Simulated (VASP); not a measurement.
# Y (R-3m) in VASP: further runs, part 2 of 2

VASP 6.6.1.

### 4 Single point, r2SCAN

This run uses another cell than the first one, of the same volume but with other edges.

The input, POSCAR:

```
Y
1.0
    0.6057302831      2.8218166849      2.8218166849
    2.8218166849      0.6057302831      2.8218166849
    2.8218166849      2.8218166849      0.6057302831
Y
1
Direct
    0.0000000000      0.0000000000      0.0000000000
```

The input, INCAR.step1:

```
SYSTEM = Y
  PREC = Accurate
  ENCUT = 520
  ISMEAR = 0
  SIGMA = 0.15
  LREAL = .FALSE.
  LASPH = .TRUE.
  NELM = 80
  NBANDS = 12
  GGA = PE
  ALGO = Normal
  EDIFF = 1E-4
  LWAVE = .TRUE.
  LCHARG = .FALSE.
```

The input, INCAR.step2:

```
SYSTEM = Y
  PREC = Accurate
  ENCUT = 520
  EDIFF = 1E-6
  ISMEAR = 0
  SIGMA = 0.15
  LREAL = .FALSE.
  LASPH = .TRUE.
  NELM = 80
  ALGO = Normal
  ISIF = 2
  LWAVE = .FALSE.
  LCHARG = .TRUE.
  METAGGA = R2SCAN
  LMIXTAU = .TRUE.
  LELF = .TRUE.
  LVHAR = .TRUE.
  NBANDS = 12
  ISTART = 1
```

The input, KPOINTS:

```
Automatic mesh
0
G
  18 18 18
  0 0 0
```

Potentials or basis: VASP PAW PBE potentials, release 64 (Y_sv).

The run is started by

```sh
cat potpaw_PBE.64/Y_sv/POTCAR > POTCAR
cp INCAR.step1 INCAR
mpirun -np 1 vasp_std > vasp.out
cp INCAR.step2 INCAR
mpirun -np 1 vasp_std > vasp.out
```

OUTCAR:

```text
SYSTEM = Y
   PREC = Accurate
   ENCUT = 520
   EDIFF = 1E-6
   ISMEAR = 0
   LREAL = .FALSE.
   LASPH = .TRUE.
   NELM = 80
   ISIF = 2
   METAGGA = R2SCAN
   ISTART = 1

 ion  position               nearest neighbor table
   1  0.000  0.000  0.000-

  LATTYP: Found a trigonal (rhomboedric) cell.
 ALAT       =     4.0363607349
 COS(alpha) =     0.6985651702

  Lattice vectors:

 A1 = (   0.6057302831,   2.8218166849,   2.8218166849)
 A2 = (   2.8218166849,   0.6057302831,   2.8218166849)
 A3 = (   2.8218166849,   2.8218166849,   0.6057302831)

Analysis of symmetry for initial positions (statically):
=====================================================================
 Subroutine PRICEL returns:
 Original cell was already a primitive cell.

 Routine SETGRP: Setting up the symmetry group for a
 trigonal (rhombohedral) supercell.

 Subroutine GETGRP returns: Found 12 space group operations
 (whereof 12 operations were pure point group operations)
 out of a pool of 12 trial point group operations.

The static configuration has the point symmetry D_3d.

Analysis of symmetry for dynamics (positions and initial velocities):
=====================================================================
 Subroutine PRICEL returns:
 Original cell was already a primitive cell.

 Routine SETGRP: Setting up the symmetry group for a
 trigonal (rhombohedral) supercell.

 Subroutine GETGRP returns: Found 12 space group operations
 (whereof 12 operations were pure point group operations)
 out of a pool of 12 trial point group operations.

The dynamic configuration has the point symmetry D_3d.

 Subroutine INISYM returns: Found 12 space group operations
 (whereof 12 operations are pure point group operations),
 and found     1 'primitive' translations

----------------------------------------------------------------------------------------

                                     Primitive cell

  volume of cell :      30.6909

  direct lattice vectors                    reciprocal lattice vectors
     0.605730283  2.821816685  2.821816685    -0.247491865  0.203754079  0.203754079
     2.821816685  0.605730283  2.821816685     0.203754079 -0.247491865  0.203754079
     2.821816685  2.821816685  0.605730283     0.203754079  0.203754079 -0.247491865

  length of vectors
     4.036360735  4.036360735  4.036360735     0.379846907  0.379846907  0.379846907

  position of ions in fractional coordinates (direct lattice)
     0.000000000  0.000000000  0.000000000

  ion indices of the primitive-cell ions
   primitive index   ion index
                 1           1

----------------------------------------------------------------------------------------

 KPOINTS: Automatic mesh

Automatic generation of k-mesh.
 Grid dimensions read from file:
 generate k-points for:   18   18   18

 Generating k-lattice:

  Cartesian coordinates                     Fractional coordinates (reciprocal lattice)
    -0.013749548  0.011319671  0.011319671     0.055555556  0.000000000  0.000000000
     0.011319671 -0.013749548  0.011319671     0.000000000  0.055555556  0.000000000
     0.011319671  0.011319671 -0.013749548     0.000000000  0.000000000  0.055555556

  Length of vectors
     0.021102606  0.021102606  0.021102606

  Shift w.r.t. Gamma in fractional coordinates (k-lattice)
     0.000000000  0.000000000  0.000000000

 Subroutine IBZKPT returns following result:
 ===========================================

 Found    580 irreducible k-points:

 Following reciprocal coordinates:
            Coordinates               Weight
  0.000000  0.000000  0.000000      1.000000
  0.055556  0.000000 -0.000000      6.000000
  0.111111  0.000000 -0.000000      6.000000
  0.166667 -0.000000 -0.000000      6.000000
  0.222222 -0.000000 -0.000000      6.000000
  0.277778 -0.000000 -0.000000      6.000000
[... 16 lines left out ...]
 -0.277778  0.055556  0.000000     12.000000
 -0.222222  0.055556  0.000000     12.000000
 [... further k-points ...]
   k-points           NKPTS =    580   k-points in BZ     NKDIM =    580   number of bands    NBANDS=     12
   number of dos      NEDOS =    301   number of ions     NIONS =      1
   total plane-waves  NPLWV =  27000
   dimension x,y,z NGX =    30 NGY =   30 NGZ =   30
   dimension x,y,z NGXF=    60 NGYF=   60 NGZF=   60
   ions per type =               1
   NGX,Y,Z   is equivalent  to a cutoff of  12.36, 12.36, 12.36 a.u.
   NGXF,Y,Z  is equivalent  to a cutoff of  24.71, 24.71, 24.71 a.u.
 SYSTEM =  Y
   PREC   = accura    normal or accurate (medium, high low for compatibility)
   ISTART =      1    job   : 0-new  1-cont  2-samecut
   ICHARG =      0    charge: 1-file 2-atom 10-const
   ISPIN  =      1    spin polarized calculation?
   LNONCOLLINEAR =      F non collinear calculations
   LSORBIT =      F    spin-orbit coupling
   LASPH  =      T    aspherical Exc in radial PAW
   ENCUT  =  520.0 eV  38.22 Ry    6.18 a.u.   7.50  7.50  7.50*2*pi/ulx,y,z
   NELM   =     80;   NELMIN=  2; NELMDL=  0     # of ELM steps
   EDIFF  = 0.1E-05   stopping-criterion for ELM
   LREAL  =      F    real-space projection
   EDIFFG = 0.1E-04   stopping-criterion for IOM
   NSW    =      0    number of steps for IOM
   IBRION =     -1    ionic relax: 0-MD 1-quasi-New 2-CG
   NFREE  =      0    steps in history (QN), initial steepest desc. (CG)
   ISIF   =      2    stress and relaxation
   ISYM   =      2    0-nonsym 1-usesym 2-fastsym
   POTIM  = 0.5000    time-step for ionic-motion
   TEBEG  =    0.0;   TEEND  =   0.0 temperature during run
   PSTRESS=    0.0 pullay stress
   NELECT =      11.0000    total number of electrons
   NUPDOWN=      -1.0000    fix difference up-down
   EMIN   =  10.00;   EMAX   =-10.00  energy-range for DOS
   EFERMI =   0.00;   METHOD = LEGACY
   ISMEAR =     0;   SIGMA  =   0.15  broadening in eV -4-tet -1-fermi 0-gaus
   EFERMI_NEDOS =   21; number of points for ismear=-14 and -15
   IALGO  =     38    algorithm
   IMIX   =      4    mixing-type and parameters
     AMIX     =   0.40;   BMIX     =  1.00
     AMIX_MAG =   1.60;   BMIX_MAG =  1.00
  volume/ion in A,a.u.               =      30.69       207.11
  Fermi-wavevector in a.u.,A,eV,Ry     =   1.162883  2.197530 18.399114  1.352297
  Thomas-Fermi vector in A             =   2.299439
   LORBIT       =      0    0 simple, 1 ext, 2 COOP (PROOUT), +10 PAW based schemes
   METAGGA = R2SCAN    functional components
   LHFCALC =     F    Hartree Fock is set to
   AEXX    =    0.0000 exact exchange contribution
   IVDW    =     0    specifies the selected vdW correction
   LEPSILON=     F    determine dielectric tensor
   LRPA    =     F    only Hartree local field effects (RPA)
 non-spin polarized calculation
 Gauss-broadening in eV      SIGMA  =   0.15
  energy-cutoff  :      520.00
  volume of cell :       30.69
 maximum number of plane-waves:       838
 NGX is ok and might be reduce to    30

 number of electron      11.0000000 magnetization

 Free energy of the ion-electron system (eV)
  ---------------------------------------------------
  ext. energy  EPLUGINS =         0.00000000
  ---------------------------------------------------
  free energy    TOTEN  =       -19.63210686 eV

  energy without entropy =      -19.61374555  energy(sigma->0) =      -19.62292621

 E-fermi :   3.1857     XC(G=0): -10.2987

 val. band max:        3.1829459671   @ k =  -0.2222   0.2222   0.1667
 cond. band min:       3.1894704162   @ k =   0.5000   0.1667   0.0556
 fundamental gap:      0.0065244492
 Fermi energy:         3.1857426278

 k-point     1 :       0.0000    0.0000    0.0000
  band No.  band energies     occupation
      1     -40.8282      2.00000
      2     -19.9891      2.00000
      3     -19.4674      2.00000
      4     -19.4674      2.00000
      5      -1.5030      2.00000
      6       3.0749      1.70384
      7       5.7935      0.00000
      8       5.7935      0.00000
      9       8.9056      0.00000
     10       8.9056      0.00000
     11      11.0317      0.00000
     12      14.8587      0.00000
[... 331 lines left out ...]
 k-point    24 :      -0.2222    0.0556    0.0000
  band No.  band energies     occupation
      1     -40.7085      2.00000
      2     -20.2552      2.00000
      3     -19.8966      2.00000
      4     -19.6521      2.00000
      5       0.3089      2.00000
      6       3.7572      0.00000
      7       4.6535      0.00000
      8       5.9648      0.00000
      9       7.6475      0.00000
     10       8.1245      0.00000
     11      13.5285      0.00000
     12      16.9292      0.00000

 [... further k-points ...]

------------------------ aborting loop because EDIFF is reached ----------------------------------------

  FORCE on cell =-STRESS in cart. coord.  units (eV):
  Direction    XX          YY          ZZ          XY          YZ          ZX
  --------------------------------------------------------------------------------------
  -------------------------------------------------------------------------------------
  Total        1.1309247      1.1309247      1.1309247     -1.6327976     -1.6327976     -1.6327976
  in kB       59.0384688     59.0384688     59.0384688    -85.2381026    -85.2381026    -85.2381026
  external PRESSURE =      59.0384688 kB  Pullay stress =       0.0000000 kB

 VOLUME and BASIS-vectors are now :
 -----------------------------------------------------------------------------
  energy-cutoff  :      520.00
  volume of cell :       30.69
      direct lattice vectors                 reciprocal lattice vectors
     0.605730283  2.821816685  2.821816685    -0.247491865  0.203754079  0.203754079
     2.821816685  0.605730283  2.821816685     0.203754079 -0.247491865  0.203754079
     2.821816685  2.821816685  0.605730283     0.203754079  0.203754079 -0.247491865

 POSITION                                       TOTAL-FORCE (eV/Angst)
 -----------------------------------------------------------------------------------
      0.00000      0.00000      0.00000         0.000000     -0.000000     -0.000000
 -----------------------------------------------------------------------------------
    total drift:                               -0.000000     -0.000000      0.000000

  FREE ENERGIE OF THE ION-ELECTRON SYSTEM (eV)
  ---------------------------------------------------
  free  energy   TOTEN  =       -19.6321068595 eV

  energy  without entropy=      -19.6137455521  energy(sigma->0) =      -19.62292621
```

Wall time 9.7 min (1 thread of Intel Xeon 6975P-C (Granite Rapids), shared host); peak memory 0.37 GiB.

What came out:

| Property | Result |
| --- | --- |
| Free energy | -19.6321 eV |
| Pressure | 5.9 GPa |
| Band gap on the k mesh | zero (an odd number of electrons rules out a gap without spin polarisation) |

Caveat: the cell stands under pressure; the PAW data sets were made with another functional, which shifts forces and pressure a little.

### 5 Summary

```csv
cell,gap on the mesh (eV),pressure (GPa)
"a = 4.831 Å, angles 33.6°, 1 atom",none,15.9
"a = 3.223 Å, angles 75.3°, 1 atom",none,4.6
"a = 4.036 Å, angles 45.7°, 1 atom",none,5.9
```

Alike in all rows: task single point; level r2SCAN; potentials or basis VASP PAW PBE potentials, release 64 (Y_sv); no spin polarisation; k mesh 18 × 18 × 18; cutoff (eV) 520; smearing gaussian 0.15 eV.

Caveats: the cell stands under pressure; the PAW data sets were made with another functional, which shifts forces and pressure a little.

Total energies depend on the potentials used, so only differences within one code and one set of settings carry meaning.
